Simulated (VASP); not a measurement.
# Pt (P6_3/mmc) in VASP: notebook, part 2 of 2

VASP 6.6.1.

**4. Single point, PBE (normal strain along x -0.1000, normal strain along y -0.1000)**

INCAR reads:

```
PREC = Accurate
ENCUT = 520
EDIFF = 1E-6
ISMEAR = 0
SIGMA = 0.15
LREAL = F
LASPH = T
NELM = 80
ALGO = Fast
ISIF = 2
LWAVE = F
LCHARG = T
GGA = PE
LELF = T
LVHAR = T
NBANDS = 17
```

KPOINTS reads:

```
Automatic mesh
0
Gamma
  18 18 10
```

POSCAR reads:

```
Pt
1.0
    2.4826856532      0.0000000000      0.0000000000
   -1.2413428266      2.1500688453      0.0000000000
    0.0000000000      0.0000000000      4.7813829983
Pt
2
Direct
    0.6666666667      0.3333333333      0.7500000000
    0.3333333333      0.6666666667      0.2500000000
```

Potentials or basis: VASP PAW PBE potentials, release 64 (Pt).

Command:

```console
> cat potpaw_PBE.64/Pt/POTCAR > POTCAR
> mpirun -np 1 vasp_std > vasp.out
```

OUTCAR:

```text
PREC = Accurate
   ENCUT = 520
   EDIFF = 1E-6
   ISMEAR = 0
   LREAL = F
   LASPH = T
   NELM = 80
   ISIF = 2
   GGA = PE

 ion  position               nearest neighbor table
   1  0.667  0.333  0.750-   2 2.79   2 2.79   2 2.79   2 2.79   2 2.79   2 2.79
   2  0.333  0.667  0.250-   1 2.79   1 2.79   1 2.79   1 2.79   1 2.79   1 2.79

  LATTYP: Found a hexagonal cell.
 ALAT       =     2.4826856532
 C/A-ratio  =     1.9258914201

  Lattice vectors:

 A1 = (   2.4826856532,   0.0000000000,   0.0000000000)
 A2 = (  -1.2413428266,   2.1500688453,   0.0000000000)
 A3 = (   0.0000000000,   0.0000000000,   4.7813829983)

Analysis of symmetry for initial positions (statically):
=====================================================================
 Subroutine PRICEL returns:
 Original cell was already a primitive cell.

 Routine SETGRP: Setting up the symmetry group for a
 hexagonal supercell.

 Subroutine GETGRP returns: Found 24 space group operations
 (whereof 12 operations were pure point group operations)
 out of a pool of 24 trial point group operations.

The static configuration has the point symmetry D_3d.
 The point group associated with its full space group is D_6h.

Analysis of symmetry for dynamics (positions and initial velocities):
=====================================================================
 Subroutine PRICEL returns:
 Original cell was already a primitive cell.

 Routine SETGRP: Setting up the symmetry group for a
 hexagonal supercell.

 Subroutine GETGRP returns: Found 24 space group operations
 (whereof 12 operations were pure point group operations)
 out of a pool of 24 trial point group operations.

The dynamic configuration has the point symmetry D_3d.
 The point group associated with its full space group is D_6h.

 Subroutine INISYM returns: Found 24 space group operations
 (whereof 12 operations are pure point group operations),
 and found     1 'primitive' translations

----------------------------------------------------------------------------------------

                                     Primitive cell

  volume of cell :      25.5228

  direct lattice vectors                    reciprocal lattice vectors
     2.482685653  0.000000000  0.000000000     0.402789616  0.232550693  0.000000000
    -1.241342827  2.150068845  0.000000000     0.000000000  0.465101386  0.000000000
     0.000000000  0.000000000  4.781382998     0.000000000  0.000000000  0.209144509

  length of vectors
     2.482685653  2.482685653  4.781382998     0.465101386  0.465101386  0.209144509

  position of ions in fractional coordinates (direct lattice)
     0.666666667  0.333333333  0.750000000
     0.333333333  0.666666667  0.250000000

  ion indices of the primitive-cell ions
   primitive index   ion index
                 1           1
                 2           2

----------------------------------------------------------------------------------------

 KPOINTS: Automatic mesh

Automatic generation of k-mesh.
 Grid dimensions read from file:
 generate k-points for:   18   18   10

 Generating k-lattice:

  Cartesian coordinates                     Fractional coordinates (reciprocal lattice)
     0.022377201  0.012919483  0.000000000     0.055555556 -0.000000000  0.000000000
     0.000000000  0.025838966  0.000000000     0.000000000  0.055555556  0.000000000
     0.000000000  0.000000000  0.020914451     0.000000000  0.000000000  0.100000000

  Length of vectors
     0.025838966  0.025838966  0.020914451

  Shift w.r.t. Gamma in fractional coordinates (k-lattice)
     0.000000000  0.000000000  0.000000000

 Subroutine IBZKPT returns following result:
 ===========================================

 Found    222 irreducible k-points:

 Following reciprocal coordinates:
            Coordinates               Weight
  0.000000  0.000000  0.000000      1.000000
  0.055556  0.000000  0.000000      6.000000
  0.111111  0.000000  0.000000      6.000000
  0.166667  0.000000  0.000000      6.000000
  0.222222  0.000000  0.000000      6.000000
  0.277778  0.000000  0.000000      6.000000
[... 16 lines left out ...]
  0.333333  0.111111  0.000000     12.000000
  0.388889  0.111111  0.000000     12.000000
 [... further k-points ...]
   k-points           NKPTS =    222   k-points in BZ     NKDIM =    222   number of bands    NBANDS=     17
   number of dos      NEDOS =    301   number of ions     NIONS =      2
   total plane-waves  NPLWV =  11664
   dimension x,y,z NGX =    18 NGY =   18 NGZ =   36
   dimension x,y,z NGXF=    36 NGYF=   36 NGZF=   72
   ions per type =               2
   NGX,Y,Z   is equivalent  to a cutoff of  12.05, 12.05, 12.52 a.u.
   NGXF,Y,Z  is equivalent  to a cutoff of  24.11, 24.11, 25.03 a.u.
 SYSTEM =  unknown system
   PREC   = accura    normal or accurate (medium, high low for compatibility)
   ISTART =      0    job   : 0-new  1-cont  2-samecut
   ICHARG =      2    charge: 1-file 2-atom 10-const
   ISPIN  =      1    spin polarized calculation?
   LNONCOLLINEAR =      F non collinear calculations
   LSORBIT =      F    spin-orbit coupling
   LASPH  =      T    aspherical Exc in radial PAW
   ENCUT  =  520.0 eV  38.22 Ry    6.18 a.u.   4.62  4.62  8.89*2*pi/ulx,y,z
   NELM   =     80;   NELMIN=  2; NELMDL= -5     # of ELM steps
   EDIFF  = 0.1E-05   stopping-criterion for ELM
   LREAL  =      F    real-space projection
   EDIFFG = 0.1E-04   stopping-criterion for IOM
   NSW    =      0    number of steps for IOM
   IBRION =     -1    ionic relax: 0-MD 1-quasi-New 2-CG
   NFREE  =      0    steps in history (QN), initial steepest desc. (CG)
   ISIF   =      2    stress and relaxation
   ISYM   =      2    0-nonsym 1-usesym 2-fastsym
   POTIM  = 0.5000    time-step for ionic-motion
   TEBEG  =    0.0;   TEEND  =   0.0 temperature during run
   PSTRESS=    0.0 pullay stress
   NELECT =      20.0000    total number of electrons
   NUPDOWN=      -1.0000    fix difference up-down
   EMIN   =  10.00;   EMAX   =-10.00  energy-range for DOS
   EFERMI =   0.00;   METHOD = LEGACY
   ISMEAR =     0;   SIGMA  =   0.15  broadening in eV -4-tet -1-fermi 0-gaus
   EFERMI_NEDOS =   21; number of points for ismear=-14 and -15
   IALGO  =     68    algorithm
   IMIX   =      4    mixing-type and parameters
     AMIX     =   0.40;   BMIX     =  1.00
     AMIX_MAG =   1.60;   BMIX_MAG =  1.00
  volume/ion in A,a.u.               =      12.76        86.12
  Fermi-wavevector in a.u.,A,eV,Ry     =   1.509300  2.852164 30.993894  2.277987
  Thomas-Fermi vector in A             =   2.619641
   LORBIT       =      0    0 simple, 1 ext, 2 COOP (PROOUT), +10 PAW based schemes
   GGA     = PE    functional components
   LHFCALC =     F    Hartree Fock is set to
   AEXX    =    0.0000 exact exchange contribution
   IVDW    =     0    specifies the selected vdW correction
   LEPSILON=     F    determine dielectric tensor
   LRPA    =     F    only Hartree local field effects (RPA)
 non-spin polarized calculation
 RMM-DIIS sequential band-by-band and
 Gauss-broadening in eV      SIGMA  =   0.15
  energy-cutoff  :      520.00
  volume of cell :       25.52
 maximum number of plane-waves:       712
   NGX =  9   NGY =  9   NGZ = 17

 number of electron      20.0000008 magnetization

 Free energy of the ion-electron system (eV)
  ---------------------------------------------------
  ext. energy  EPLUGINS =         0.00000000
  ---------------------------------------------------
  free energy    TOTEN  =       -10.24145424 eV

  energy without entropy =      -10.22073359  energy(sigma->0) =      -10.23109391

 E-fermi :  14.6669     XC(G=0): -14.4763

 val. band max:       14.6413487931   @ k =   0.3333   0.2222   0.2000
 cond. band min:      14.6793971257   @ k =   0.2778   0.2222   0.0000
 fundamental gap:      0.0380483326
 Fermi energy:        14.6668595485

 k-point     1 :       0.0000    0.0000    0.0000
  band No.  band energies     occupation
      1       2.5452      2.00000
      2       4.8574      2.00000
      3       8.2493      2.00000
      4       9.8177      2.00000
      5       9.8177      2.00000
      6      10.1442      2.00000
[... 9 lines left out ...]
     16      31.4892      0.00000
     17      38.7115      0.00000
[... 441 lines left out ...]
 k-point    24 :       0.3889    0.1111    0.0000
  band No.  band energies     occupation
      1       6.0499      2.00000
      2       6.3418      2.00000
      3       6.9247      2.00000
      4       9.4258      2.00000
      5      10.2084      2.00000
      6      10.8238      2.00000
[... 9 lines left out ...]
     16      28.9014      0.00000
     17      29.3407      0.00000

 [... further k-points ...]

------------------------ aborting loop because EDIFF is reached ----------------------------------------

  FORCE on cell =-STRESS in cart. coord.  units (eV):
  Direction    XX          YY          ZZ          XY          YZ          ZX
  --------------------------------------------------------------------------------------
  -------------------------------------------------------------------------------------
  Total       20.8389293     20.8389293      7.5550573      0.0000000      0.0000000      0.0000000
  in kB     1308.1524256   1308.1524256    474.2646007      0.0000000      0.0000000      0.0000000
  external PRESSURE =    1030.1898173 kB  Pullay stress =       0.0000000 kB

 VOLUME and BASIS-vectors are now :
 -----------------------------------------------------------------------------
  energy-cutoff  :      520.00
  volume of cell :       25.52
      direct lattice vectors                 reciprocal lattice vectors
     2.482685653  0.000000000  0.000000000     0.402789616  0.232550693  0.000000000
    -1.241342827  2.150068845  0.000000000     0.000000000  0.465101386  0.000000000
     0.000000000  0.000000000  4.781382998     0.000000000  0.000000000  0.209144509

 POSITION                                       TOTAL-FORCE (eV/Angst)
 -----------------------------------------------------------------------------------
      1.24134      0.71669      3.58604         0.000000      0.000000      0.000000
     -0.00000      1.43338      1.19535        -0.000000      0.000000      0.000000
 -----------------------------------------------------------------------------------
    total drift:                               -0.000000      0.000000     -0.000000

  FREE ENERGIE OF THE ION-ELECTRON SYSTEM (eV)
  ---------------------------------------------------
  free  energy   TOTEN  =       -10.2414542352 eV

  energy  without entropy=      -10.2207335924  energy(sigma->0) =      -10.23109391
```

Run time: 81 s. Hardware: 1 thread of Intel Xeon Platinum 8259CL at 2.50GHz (Skylake/Cascade Lake), shared host; peak memory 0.2 GiB.

What came out:

```yaml
Free_energy: -10.2415 eV
Pressure: 103.0 GPa
Band_gap_on_the_k_mesh: zero (band 10 reaches 16.10 eV, above the bottom of band 11 at 13.73 eV)
```

Stress tensor (GPa, compression positive):
```
130.82   0.00   0.00
  0.00 130.82   0.00
  0.00   0.00  47.43
```

Caveat: the cell differs from its parent crystal (normal strain along x -0.1000, normal strain along y -0.1000); spin-orbit coupling is left out, which moves the levels of the heavy elements.

**5. Single point, PBE (normal strain along x +0.1500, normal strain along y +0.1500)**

INCAR reads:

```
ALGO     = Fast           # electronic algorithm
EDIFF    = 1E-6           # SCF threshold, eV
ENCUT    = 520            # plane-wave cutoff, eV
GGA      = PE             # functional
ISIF     = 2              # what is computed and relaxed
ISMEAR   = 0              # smearing method
LASPH    = T              # aspherical terms in the spheres
LCHARG   = F              # write CHGCAR
LREAL    = F              # projectors in reciprocal space
LWAVE    = F              # write WAVECAR
NBANDS   = 17             # bands
NELM     = 80             # most SCF steps
PREC     = Accurate       # precision mode
SIGMA    = 0.15           # smearing width, eV
```

KPOINTS reads:

```
k-points
0
Gamma
  18 18 10
```

POSCAR reads:

```
Pt
1.0
    3.1723205569      0.0000000000      0.0000000000
   -1.5861602785      2.7473101912      0.0000000000
    0.0000000000      0.0000000000      4.7813829983
Pt
2
Direct
    0.6666666667      0.3333333333      0.7500000000
    0.3333333333      0.6666666667      0.2500000000
```

Command:

```console
> cat potpaw_PBE.64/Pt/POTCAR > POTCAR
> mpirun -np 1 vasp_std > vasp.out
```

Run time: 66 s. Hardware: 1 thread of Intel Xeon Platinum 8259CL at 2.50GHz (Skylake/Cascade Lake), shared host; peak memory 0.25 GiB.

Results (log left out):

```
Free energy            : -10.6974 eV
Pressure               : -30.2 GPa
Band gap on the k mesh : zero (band 10 reaches 6.29 eV, above the bottom of band 11 at 5.53 eV)
```

Stress tensor (GPa, compression positive):
```
-29.89   0.00   0.00
  0.00 -29.89   0.00
  0.00   0.00 -30.87
```

Levels at points of the mesh, in eV from the Fermi level:
```csv
k point,band 7,band 8,band 9,band 10,band 11,band 12,band 13,band 14
"(0.00, 0.00, 0.00)",-1.78,-1.73,-1.73,-0.19,-0.19,1.25,4.65,14.40
"(0.50, 0.00, 0.00)",-1.46,-0.25,0.02,0.21,1.47,2.17,7.16,8.03
"(0.00, 0.00, 0.50)",-2.22,-2.22,-0.54,-0.54,-0.54,-0.54,12.81,12.81
"(0.50, 0.00, 0.50)",-0.44,-0.44,-0.07,-0.07,1.77,1.77,4.43,4.43
```

Caveat: the cell differs from its parent crystal (normal strain along x +0.1500, normal strain along y +0.1500); spin-orbit coupling is left out, which moves the levels of the heavy elements.

**6. Single point, PBE (normal strain along x -0.0500, normal strain along y -0.0500)**

INCAR reads:

```
PREC = Accurate
ENCUT = 520
EDIFF = 1E-6
ISMEAR = 0
SIGMA = 0.15
LREAL = False
LASPH = True
NELM = 80
ALGO = Normal
ISIF = 2
LWAVE = False
LCHARG = False
GGA = PE
NBANDS = 17
```

KPOINTS reads:

```
regular mesh
0
Gamma
  18 18 10
```

POSCAR reads:

```
Pt
1.0
    2.6206126340      0.0000000000      0.0000000000
   -1.3103063170      2.2695171145      0.0000000000
    0.0000000000      0.0000000000      4.7813829983
Pt
2
Direct
    0.6666666667      0.3333333333      0.7500000000
    0.3333333333      0.6666666667      0.2500000000
```

Potentials or basis: VASP PAW PBE potentials, release 64 (Pt).

Command:

```console
> cat potpaw_PBE.64/Pt/POTCAR > POTCAR
> mpirun -np 1 vasp_std > vasp.out
```

Run time: 53 s. Hardware: 1 thread of Intel Xeon Platinum 8259CL at 2.50GHz (Skylake/Cascade Lake), shared host; peak memory 0.21 GiB.

It converged, with:

| Quantity | Value |
| --- | --- |
| Free energy | -11.7363 eV |
| Pressure | 35.5 GPa |
| Band gap on the k mesh | zero (band 10 reaches 13.23 eV, above the bottom of band 11 at 11.57 eV) |

Stress tensor (GPa, compression positive):
```
43.62  0.00  0.00
 0.00 43.62  0.00
 0.00  0.00 19.30
```

Levels at points of the mesh, in eV from the Fermi level:
| k point | band 8 | band 9 | band 10 | band 11 | band 12 | band 13 |
| --- | --- | --- | --- | --- | --- | --- |
| (0.00, 0.00, 0.00) | -1.73 | -1.73 | -1.54 | -0.18 | -0.18 | 4.74 |
| (0.50, 0.00, 0.00) | -0.12 | 0.68 | 0.86 | 2.58 | 4.27 | 7.94 |
| (0.00, 0.00, 0.50) | -4.02 | -0.80 | -0.80 | -0.80 | -0.80 | 11.58 |
| (0.50, 0.00, 0.50) | -1.08 | 0.78 | 0.78 | 1.70 | 1.70 | 7.61 |

Caveat: the cell differs from its parent crystal (normal strain along x -0.0500, normal strain along y -0.0500); spin-orbit coupling is left out, which moves the levels of the heavy elements.

**7. The runs side by side**

```tsv
cell	gap on the mesh (eV)	pressure (GPa)
a = 2.345, b = 2.345, c = 4.781 Å, angles 90.0, 90.0, 120.0°, 2 atoms	none	225.6
a = 3.034, b = 3.034, c = 4.781 Å, angles 90.0, 90.0, 120.0°, 2 atoms	none	-27.0
a = 2.483, b = 2.483, c = 4.781 Å, angles 90.0, 90.0, 120.0°, 2 atoms	none	103.0
a = 3.172, b = 3.172, c = 4.781 Å, angles 90.0, 90.0, 120.0°, 2 atoms	none	-30.2
a = 2.621, b = 2.621, c = 4.781 Å, angles 90.0, 90.0, 120.0°, 2 atoms	none	35.5
```

Alike in all rows: task single point; level PBE; potentials or basis VASP PAW PBE potentials, release 64 (Pt); no spin polarisation; k mesh 18 × 18 × 10; cutoff (eV) 520; smearing gaussian 0.15 eV.

Caveats: spin-orbit coupling is left out, which moves the levels of the heavy elements.

Absolute energies hang on the potentials; compare differences alone.
